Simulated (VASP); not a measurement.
Set up this calculation in VASP 6.6.1, as the native input.

```
Task                   : single point
Functional             : LDA
Potentials or basis    : VASP PAW LDA potentials, release 64 (As)
Cutoff                 : 520 eV
k mesh                 : 11 × 11 × 6
Occupations            : fermi-dirac, width 0.05 eV
Spin                   : no spin polarisation
Dipole correction      : no
Further INCAR settings : ALGO = Normal; EDIFF = 1e-06; NBANDS = 12
```

The structure of As lies in POSCAR:

```
As
1.0
    3.0031658500      0.0000000000      0.0000000000
   -1.5015829250      2.6008179178      0.0000000000
    0.0000000000      0.0000000000      4.8651286769
As
2
Direct
    0.2333333333      0.6166666667      0.1750000000
    0.7666666667      0.3833333333      0.8250000000
```

This cell differs from its parent crystal: shortest bond scaled by 0.7.

One way to write it, as run:

INCAR

```
PREC = Accurate ; ENCUT = 520
EDIFF = 1E-6 ; ISMEAR = -1
SIGMA = 0.05 ; LREAL = F
LASPH = T ; NELM = 100
ALGO = Normal ; ISIF = 2
LWAVE = F ; LCHARG = F
NBANDS = 12
```

KPOINTS

```
regular mesh
0
Gamma
  11 11 6
```

Potentials or basis: VASP PAW LDA potentials, release 64 (As).

Run with:

```console
$ cat potpaw_LDA.64/As/POTCAR > POTCAR
$ mpirun -np 1 vasp_std > vasp.out
```

Results of the run:

```json
{"Pressure": "23.2 GPa", "Largest force": "5.709 eV/Å", "Band gap on the k mesh": "zero (band 5 reaches 10.05 eV, above the bottom of band 6 at 5.00 eV)"}
```

Caveat: the cell differs from its parent crystal (shortest bond scaled by 0.7); forces of over 1 eV/Å act on the atoms, so gaps and moduli don't describe the material at rest.

Wall time 38 s on 1 thread of Intel Xeon 6975P-C (shared host), peak memory 0.2 GiB.
